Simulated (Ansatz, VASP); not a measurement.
# One calculation of Cu, two programs

File INCAR:

```
  ALGO = Normal
  EDIFF = 1E-6
  ENCUT = 520
  ISIF = 2
  ISMEAR = -1
  LASPH = T
  LCHARG = T
  LELF = T
  LREAL = F
  LVHAR = T
  LWAVE = F
  NBANDS = 12
  NELM = 60
  PREC = Accurate
  SIGMA = 0.1
```

Contents of KPOINTS:

```
k-points
0
Gamma
  22 22 22
```

File POSCAR:

```
Cu
1.0
    0.0000000000      1.7588202533      1.7588202533
    1.7588202533      0.0000000000      1.7588202533
    1.7588202533      1.7588202533      0.0000000000
Cu
1
Direct
    0.0000000000      0.0000000000      0.0000000000
```

Input for Ansatz:

```yaml
crystal:
  lattice:
    - [0.0, 1.7588202533, 1.7588202533]
    - [1.7588202533, 0.0, 1.7588202533]
    - [1.7588202533, 1.7588202533, 0.0]
  atoms:
    - { symbol: Cu, position: [0.0, 0.0, 0.0] }
hamiltonian:
  xc: lda
  pseudopotentials:
    kind: paw
    azcp:
      Cu: "pseudopotentials/Cu.paw.azcp"
basis:
  ecutwfc: 420
  fft_grid_basis: typed
kpoints:
  mp_grid: { grid: [22, 22, 22], shift: [0, 0, 0] }
magnetization:
  spin_polarized: false
scf:
  occupations: { method: fermi_dirac, width: 0.1 }
  lower_state_search: "off"
output:
  stress: true
```

Alike in both runs: task single point; functional LDA; k mesh 22 × 22 × 22; occupations fermi-dirac, width 0.1 eV; no spin polarisation.

|  | VASP | Ansatz |
| --- | --- | --- |
| version | VASP 6.6.1 | Ansatz 0.2.0 |
| potentials or method | VASP PAW LDA potentials, release 64 (Cu), cutoff 520 eV | plane waves (420 eV) with PAW, scalar-relativistic |
| valence electrons in the cell | 11 | 19 |

```csv
,VASP,Ansatz,Ansatz less VASP
pressure (GPa),1.0,0.1,-0.85
```

Ansatz warns that its potentials were made for another functional, while VASP's fit it. LDA's correlation is that of Perdew and Zunger in VASP and of Perdew and Wang (1992) in Ansatz. VASP's potentials hold 11 valence electrons a cell and Ansatz's 19, so a difference there can come from the potentials and not from the codes.
